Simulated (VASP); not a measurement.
# KMgF3 (Pm-3m) in VASP: a series of runs

Runs on KMgF3. Level: r2SCAN. Tasks: single point.

All numbers are computed with VASP 6.6.1; they aren't measurements. Logs are shortened: lines on timing, memory, paths and dates and some standing lists are left out, and cuts for length are marked.

### 1 The cell of the first run

It takes space group Pm-3m (No. 221, cubic). The conventional cell has a = 3.957 Å, b = 3.957 Å, c = 3.957 Å, α = 90.00°, β = 90.00°, γ = 90.00°. Within 3.7 Å of K (site symmetry m-3m) lie 12 F at 2.80 Å and 8 Mg at 3.43 Å. Within 2.6 Å of Mg (site symmetry m-3m) lie 6 F at 1.98 Å. Within 2.6 Å of F (site symmetry 4/mmm) lie 2 Mg at 1.98 Å.

### 2 Single point, r2SCAN

Contents of POSCAR:

```
KMgF3
1.0
    3.9569320300      0.0000000000      0.0000000000
    0.0000000000      3.9569320300      0.0000000000
    0.0000000000      0.0000000000      3.9569320300
K Mg F
1 1 3
Direct
    0.5000000000      0.5000000000      0.5000000000
    0.0000000000      0.0000000000      0.0000000000
    0.5000000000      0.0000000000      0.0000000000
    0.0000000000      0.5000000000      0.0000000000
    0.0000000000      0.0000000000      0.5000000000
```

Contents of INCAR.step1:

```
ALGO = Normal ; EDIFF = 1E-4
ENCUT = 520 ; GGA = PE
ISMEAR = -1 ; LASPH = True
LCHARG = False ; LREAL = False
LWAVE = True ; NBANDS = 24
NELM = 100 ; PREC = Accurate
SIGMA = 0.02
```

Contents of INCAR.step2:

```
ALGO = Normal ; EDIFF = 1E-6
ENCUT = 520 ; ISIF = 2
ISMEAR = -1 ; ISTART = 1
LASPH = True ; LCHARG = False
LMIXTAU = True ; LREAL = False
LWAVE = False ; METAGGA = R2SCAN
NBANDS = 24 ; NELM = 100
PREC = Accurate ; SIGMA = 0.02
```

Contents of KPOINTS:

```
k-points
0
Gamma
  8 8 8
```

Potentials or basis: VASP PAW PBE potentials, release 64 (K_sv, Mg, F).

On the command line:

```bash
cat potpaw_PBE.64/K_sv/POTCAR potpaw_PBE.64/Mg/POTCAR potpaw_PBE.64/F/POTCAR > POTCAR
cp INCAR.step1 INCAR
mpirun -np 1 vasp_std > vasp.out
cp INCAR.step2 INCAR
mpirun -np 1 vasp_std > vasp.out
```

OUTCAR:

```text
EDIFF = 1E-6
   ENCUT = 520
   ISIF = 2
   ISMEAR = -1
   ISTART = 1
   LASPH = True
   LREAL = False
   METAGGA = R2SCAN
   NELM = 100
   PREC = Accurate

 ion  position               nearest neighbor table
   1  0.500  0.500  0.500-   3 2.80   4 2.80   5 2.80   3 2.80   4 2.80   3 2.80   5 2.80   3 2.80
                             4 2.80   5 2.80   4 2.80   5 2.80   2 3.43   2 3.43   2 3.43   2 3.43
   2  0.000  0.000  0.000-   3 1.98   4 1.98   5 1.98   5 1.98   4 1.98   3 1.98   1 3.43   1 3.43
                             1 3.43   1 3.43   1 3.43   1 3.43   1 3.43   1 3.43
   3  0.500  0.000  0.000-   2 1.98   2 1.98   1 2.80   1 2.80   1 2.80   1 2.80
   4  0.000  0.500  0.000-   2 1.98   2 1.98   1 2.80   1 2.80   1 2.80   1 2.80
   5  0.000  0.000  0.500-   2 1.98   2 1.98   1 2.80   1 2.80   1 2.80   1 2.80

  LATTYP: Found a simple cubic cell.
 ALAT       =     3.9569320300

  Lattice vectors:

 A1 = (   3.9569320300,   0.0000000000,   0.0000000000)
 A2 = (   0.0000000000,   3.9569320300,   0.0000000000)
 A3 = (   0.0000000000,   0.0000000000,   3.9569320300)

Analysis of symmetry for initial positions (statically):
=====================================================================
 Subroutine PRICEL returns:
 Original cell was already a primitive cell.

 Routine SETGRP: Setting up the symmetry group for a
 simple cubic supercell.

 Subroutine GETGRP returns: Found 48 space group operations
 (whereof 48 operations were pure point group operations)
 out of a pool of 48 trial point group operations.

The static configuration has the point symmetry O_h .

Analysis of symmetry for dynamics (positions and initial velocities):
=====================================================================
 Subroutine PRICEL returns:
 Original cell was already a primitive cell.

 Routine SETGRP: Setting up the symmetry group for a
 simple cubic supercell.

 Subroutine GETGRP returns: Found 48 space group operations
 (whereof 48 operations were pure point group operations)
 out of a pool of 48 trial point group operations.

The dynamic configuration has the point symmetry O_h .

 Subroutine INISYM returns: Found 48 space group operations
 (whereof 48 operations are pure point group operations),
 and found     1 'primitive' translations

----------------------------------------------------------------------------------------

                                     Primitive cell

  volume of cell :      61.9549

  direct lattice vectors                    reciprocal lattice vectors
     3.956932030  0.000000000  0.000000000     0.252721046  0.000000000  0.000000000
     0.000000000  3.956932030  0.000000000     0.000000000  0.252721046  0.000000000
     0.000000000  0.000000000  3.956932030     0.000000000  0.000000000  0.252721046

  length of vectors
     3.956932030  3.956932030  3.956932030     0.252721046  0.252721046  0.252721046

  position of ions in fractional coordinates (direct lattice)
     0.500000000  0.500000000  0.500000000
     0.000000000  0.000000000  0.000000000
     0.500000000  0.000000000  0.000000000
     0.000000000  0.500000000  0.000000000
     0.000000000  0.000000000  0.500000000

  ion indices of the primitive-cell ions
   primitive index   ion index
                 1           1
                 2           2
                 3           3
                 4           4
                 5           5

----------------------------------------------------------------------------------------

 KPOINTS: k-points

Automatic generation of k-mesh.
 Grid dimensions read from file:
 generate k-points for:    8    8    8

 Generating k-lattice:

  Cartesian coordinates                     Fractional coordinates (reciprocal lattice)
     0.031590131  0.000000000  0.000000000     0.125000000  0.000000000  0.000000000
     0.000000000  0.031590131  0.000000000     0.000000000  0.125000000  0.000000000
     0.000000000  0.000000000  0.031590131     0.000000000  0.000000000  0.125000000

  Length of vectors
     0.031590131  0.031590131  0.031590131

  Shift w.r.t. Gamma in fractional coordinates (k-lattice)
     0.000000000  0.000000000  0.000000000

 Subroutine IBZKPT returns following result:
 ===========================================

 Found     35 irreducible k-points:

 Following reciprocal coordinates:
            Coordinates               Weight
  0.000000  0.000000  0.000000      1.000000
  0.125000  0.000000  0.000000      6.000000
  0.250000  0.000000  0.000000      6.000000
  0.375000  0.000000  0.000000      6.000000
  0.500000  0.000000  0.000000      3.000000
  0.125000  0.125000  0.000000     12.000000
[... 16 lines left out ...]
  0.375000  0.375000  0.125000     24.000000
  0.500000  0.375000  0.125000     24.000000
 [... further k-points ...]
   k-points           NKPTS =     35   k-points in BZ     NKDIM =     35   number of bands    NBANDS=     24
   number of dos      NEDOS =    301   number of ions     NIONS =      5
   total plane-waves  NPLWV =  27000
   dimension x,y,z NGX =    30 NGY =   30 NGZ =   30
   dimension x,y,z NGXF=    60 NGYF=   60 NGZF=   60
   ions per type =               1   1   3
   NGX,Y,Z   is equivalent  to a cutoff of  12.60, 12.60, 12.60 a.u.
   NGXF,Y,Z  is equivalent  to a cutoff of  25.21, 25.21, 25.21 a.u.
 SYSTEM =  unknown system
   PREC   = accura    normal or accurate (medium, high low for compatibility)
   ISTART =      1    job   : 0-new  1-cont  2-samecut
   ICHARG =      0    charge: 1-file 2-atom 10-const
   ISPIN  =      1    spin polarized calculation?
   LNONCOLLINEAR =      F non collinear calculations
   LSORBIT =      F    spin-orbit coupling
   LASPH  =      T    aspherical Exc in radial PAW
   ENCUT  =  520.0 eV  38.22 Ry    6.18 a.u.   7.36  7.36  7.36*2*pi/ulx,y,z
   NELM   =    100;   NELMIN=  2; NELMDL=  0     # of ELM steps
   EDIFF  = 0.1E-05   stopping-criterion for ELM
   LREAL  =      F    real-space projection
   EDIFFG = 0.1E-04   stopping-criterion for IOM
   NSW    =      0    number of steps for IOM
   IBRION =     -1    ionic relax: 0-MD 1-quasi-New 2-CG
   NFREE  =      0    steps in history (QN), initial steepest desc. (CG)
   ISIF   =      2    stress and relaxation
   ISYM   =      2    0-nonsym 1-usesym 2-fastsym
   POTIM  = 0.5000    time-step for ionic-motion
   TEBEG  =    0.0;   TEEND  =   0.0 temperature during run
   PSTRESS=    0.0 pullay stress
   NELECT =      32.0000    total number of electrons
   NUPDOWN=      -1.0000    fix difference up-down
   EMIN   =  10.00;   EMAX   =-10.00  energy-range for DOS
   EFERMI =   0.00;   METHOD = LEGACY
   ISMEAR =    -1;   SIGMA  =   0.02  broadening in eV -4-tet -1-fermi 0-gaus
   EFERMI_NEDOS =   21; number of points for ismear=-14 and -15
   IALGO  =     38    algorithm
   IMIX   =      4    mixing-type and parameters
     AMIX     =   0.40;   BMIX     =  1.00
     AMIX_MAG =   1.60;   BMIX_MAG =  1.00
  volume/ion in A,a.u.               =      12.39        83.62
  Fermi-wavevector in a.u.,A,eV,Ry     =   1.313509  2.482171 23.474195  1.725305
  Thomas-Fermi vector in A             =   2.443826
   LORBIT       =      0    0 simple, 1 ext, 2 COOP (PROOUT), +10 PAW based schemes
   METAGGA = R2SCAN    functional components
   LHFCALC =     F    Hartree Fock is set to
   AEXX    =    0.0000 exact exchange contribution
   IVDW    =     0    specifies the selected vdW correction
   LEPSILON=     F    determine dielectric tensor
   LRPA    =     F    only Hartree local field effects (RPA)
 non-spin polarized calculation
  energy-cutoff  :      520.00
  volume of cell :       61.95
 maximum number of plane-waves:      1743
 NGX is ok and might be reduce to    30
   NGX = 15   NGY = 15   NGZ = 15

 number of electron      31.9999962 magnetization

 Free energy of the ion-electron system (eV)
  ---------------------------------------------------
  ext. energy  EPLUGINS =         0.00000000
  ---------------------------------------------------
  free energy    TOTEN  =       -37.41247210 eV

  energy without entropy =      -37.41247210  energy(sigma->0) =      -37.41247210

 E-fermi :  -1.6727     XC(G=0): -10.3225

 val. band max:       -2.1062651990   @ k =   0.5000   0.5000   0.5000
 cond. band min:       6.3168030533   @ k =   0.0000   0.0000   0.0000
 fundamental gap:      8.4230682524
 Fermi energy:        -1.6727066558

 k-point     1 :       0.0000    0.0000    0.0000
  band No.  band energies     occupation
      1     -28.6621      2.00000
      2     -23.4052      2.00000
      3     -22.7467      2.00000
      4     -22.7467      2.00000
      5     -11.3920      2.00000
      6     -11.3920      2.00000
[... 16 lines left out ...]
     23      13.3951      0.00000
     24      16.3781      0.00000

 k-point     2 :       0.1250    0.0000    0.0000
  band No.  band energies     occupation
      1     -28.6573      2.00000
      2     -23.3878      2.00000
      3     -22.7674      2.00000
      4     -22.7446      2.00000
      5     -11.3889      2.00000
      6     -11.3832      2.00000
[... 16 lines left out ...]
     23      13.3953      0.00000
     24      16.2685      0.00000

 k-point     3 :       0.2500    0.0000    0.0000
  band No.  band energies     occupation
      1     -28.6457      2.00000
      2     -23.3418      2.00000
      3     -22.8244      2.00000
      4     -22.7416      2.00000
      5     -11.3818      2.00000
      6     -11.3620      2.00000
[... 16 lines left out ...]
     23      13.2973      0.00000
     24      16.0164      0.00000

 k-point     4 :       0.3750    0.0000    0.0000
  band No.  band energies     occupation
      1     -28.6340      2.00000
      2     -23.2839      2.00000
      3     -22.8929      2.00000
      4     -22.7386      2.00000
      5     -11.3748      2.00000
      6     -11.3405      2.00000
[... 16 lines left out ...]
     23      13.2300      0.00000
     24      15.3885      0.00000

 k-point     5 :       0.5000    0.0000    0.0000
  band No.  band energies     occupation
      1     -28.6291      2.00000
      2     -23.2533      2.00000
      3     -22.9273      2.00000
      4     -22.7371      2.00000
      5     -11.3719      2.00000
      6     -11.3315      2.00000
[... 16 lines left out ...]
     23      13.4802      0.00000
     24      14.7018      0.00000

 k-point     6 :       0.1250    0.1250    0.0000
  band No.  band energies     occupation
      1     -28.6527      2.00000
      2     -23.3704      2.00000
      3     -22.7764      2.00000
      4     -22.7551      2.00000
      5     -11.4017      2.00000
      6     -11.3746      2.00000
[... 16 lines left out ...]
     23      13.4080      0.00000
     24      15.9003      0.00000
[... 379 lines left out ...]
 k-point    21 :       0.3750    0.2500    0.1250
  band No.  band energies     occupation
      1     -28.6189      2.00000
      2     -23.1852      2.00000
      3     -22.9026      2.00000
      4     -22.8069      2.00000
      5     -11.4421      2.00000
      6     -11.4059      2.00000
[... 16 lines left out ...]
     23      13.5417      0.00000
     24      14.6078      0.00000

 k-point    22 :       0.5000    0.2500    0.1250
  band No.  band energies     occupation
      1     -28.6150      2.00000
      2     -23.1466      2.00000
      3     -22.9392      2.00000
      4     -22.8074      2.00000
      5     -11.4369      2.00000
      6     -11.4180      2.00000
[... 16 lines left out ...]
     23      13.3752      0.00000
     24      14.9997      0.00000

 k-point    23 :       0.3750    0.3750    0.1250
  band No.  band energies     occupation
      1     -28.6108      2.00000
      2     -23.1094      2.00000
      3     -22.9187      2.00000
      4     -22.8550      2.00000
      5     -11.4704      2.00000
      6     -11.4420      2.00000
[... 16 lines left out ...]
     23      13.8483      0.00000
     24      13.9016      0.00000

 k-point    24 :       0.5000    0.3750    0.1250
  band No.  band energies     occupation
      1     -28.6074      2.00000
      2     -23.0594      2.00000
      3     -22.9452      2.00000
      4     -22.8739      2.00000
      5     -11.4723      2.00000
      6     -11.4668      2.00000
[... 16 lines left out ...]
     23      13.3239      0.00000
     24      14.1351      0.00000

 [... further k-points ...]

------------------------ aborting loop because EDIFF is reached ----------------------------------------

  FORCE on cell =-STRESS in cart. coord.  units (eV):
  Direction    XX          YY          ZZ          XY          YZ          ZX
  --------------------------------------------------------------------------------------
  -------------------------------------------------------------------------------------
  Total        0.3275765      0.3275765      0.3275765     -0.0000000     -0.0000000      0.0000000
  in kB        8.4712500      8.4712500      8.4712500     -0.0000000     -0.0000000      0.0000000
  external PRESSURE =       8.4712500 kB  Pullay stress =       0.0000000 kB

 VOLUME and BASIS-vectors are now :
 -----------------------------------------------------------------------------
  energy-cutoff  :      520.00
  volume of cell :       61.95
      direct lattice vectors                 reciprocal lattice vectors
     3.956932030  0.000000000  0.000000000     0.252721046  0.000000000  0.000000000
     0.000000000  3.956932030  0.000000000     0.000000000  0.252721046  0.000000000
     0.000000000  0.000000000  3.956932030     0.000000000  0.000000000  0.252721046

 POSITION                                       TOTAL-FORCE (eV/Angst)
 -----------------------------------------------------------------------------------
      1.97847      1.97847      1.97847         0.000000      0.000000      0.000000
      0.00000      0.00000      0.00000         0.000000      0.000000      0.000000
      1.97847      0.00000      0.00000         0.000000      0.000000      0.000000
      0.00000      1.97847      0.00000         0.000000      0.000000      0.000000
      0.00000      0.00000      1.97847         0.000000      0.000000      0.000000
 -----------------------------------------------------------------------------------
    total drift:                                0.000000     -0.000000      0.000000

  FREE ENERGIE OF THE ION-ELECTRON SYSTEM (eV)
  ---------------------------------------------------
  free  energy   TOTEN  =       -37.4124720973 eV

  energy  without entropy=      -37.4124720973  energy(sigma->0) =      -37.41247210
```

Run time: 1.8 min. Hardware: 1 thread of Intel Xeon Platinum 8488C (Sapphire Rapids), shared host; peak memory 0.2 GiB.

What came out:

| Item | Value |
| --- | --- |
| Free energy | -37.4125 eV |
| Pressure | 0.8 GPa |
| Band gap on the k mesh | 8.42 eV, indirect (least direct gap 8.74 eV) |

Levels at points of the mesh, in eV from the valence-band top:
```csv
k point,band 12,band 13,band 14,band 15,band 16,band 17,band 18,band 19,band 20,band 21
"(0.00, 0.00, 0.00)",-0.66,-0.66,-0.32,-0.32,-0.32,8.42,10.87,10.87,13.23,13.23
"(0.50, 0.00, 0.00)",-0.90,-0.89,-0.89,-0.54,-0.54,11.15,11.71,11.96,13.84,13.88
"(0.50, 0.50, 0.00)",-1.08,-1.08,-0.91,-0.91,-0.02,12.01,12.66,13.88,13.88,13.88
"(0.50, 0.50, 0.50)",-1.14,-1.14,0.00,0.00,0.00,11.46,11.46,11.46,15.11,15.11
```

Caveat: the PAW data sets were made with another functional, which shifts forces and pressure a little.

### 3 Single point, r2SCAN

This run uses another cell than the first one, of 12.64 Å³/atom, 1.020 times its volume.

Edit POSCAR of step 2 so:

```diff
@@ -2,5 +2,5 @@
 1.0
-    3.9569320300      0.0000000000      0.0000000000
-    0.0000000000      3.9569320300      0.0000000000
-    0.0000000000      0.0000000000      3.9569320300
+    3.9836688705      0.0000000000      0.0000000000
+    0.0000000000      3.9836688705      0.0000000000
+    0.0000000000      0.0000000000      3.9836688705
 K Mg F
```

Contents of INCAR.step1:

```
SYSTEM = KMgF3
ALGO = Normal
EDIFF = 1E-4
ENCUT = 520
GGA = PE
ISMEAR = -1
LASPH = .True.
LCHARG = .False.
LREAL = .False.
LWAVE = .True.
NBANDS = 24
NELM = 60
PREC = Accurate
SIGMA = 0.02
```

Contents of INCAR.step2:

```
SYSTEM = KMgF3
ALGO = Normal
EDIFF = 1E-6
ENCUT = 520
ISIF = 2
ISMEAR = -1
ISTART = 1
LASPH = .True.
LCHARG = .False.
LMIXTAU = .True.
LREAL = .False.
LWAVE = .False.
METAGGA = R2SCAN
NBANDS = 24
NELM = 60
PREC = Accurate
SIGMA = 0.02
```

Contents of KPOINTS:

```
k-points
0
Gamma
  8 8 8
  0 0 0
```

Potentials or basis: VASP PAW PBE potentials, release 64 (K_sv, Mg, F).

On the command line:

```bash
cat potpaw_PBE.64/K_sv/POTCAR potpaw_PBE.64/Mg/POTCAR potpaw_PBE.64/F/POTCAR > POTCAR
cp INCAR.step1 INCAR
mpirun -np 1 vasp_std > vasp.out
cp INCAR.step2 INCAR
mpirun -np 1 vasp_std > vasp.out
```

Run time: 2.4 min. Hardware: 1 thread of Intel Xeon Platinum 8488C (Sapphire Rapids), shared host; peak memory 0.2 GiB.

Results (log left out):

```yaml
Free_energy: -37.4154 eV
Pressure: -0.8 GPa
Band_gap_on_the_k_mesh: 8.26 eV, indirect (least direct gap 8.58 eV)
```

Levels at points of the mesh, in eV from the valence-band top:
```tsv
k point	band 12	band 13	band 14	band 15	band 16	band 17	band 18	band 19	band 20	band 21
(0.00, 0.00, 0.00)	-0.64	-0.64	-0.32	-0.32	-0.32	8.26	10.84	10.84	13.17	13.17
(0.50, 0.00, 0.00)	-0.87	-0.87	-0.87	-0.53	-0.53	11.02	11.49	11.90	13.78	13.78
(0.50, 0.50, 0.00)	-1.04	-1.04	-0.90	-0.90	-0.02	11.89	12.56	13.68	13.68	13.79
(0.50, 0.50, 0.50)	-1.12	-1.12	0.00	0.00	0.00	11.38	11.38	11.38	15.02	15.02
```

Caveat: the PAW data sets were made with another functional, which shifts forces and pressure a little. A k mesh can miss the band edges.
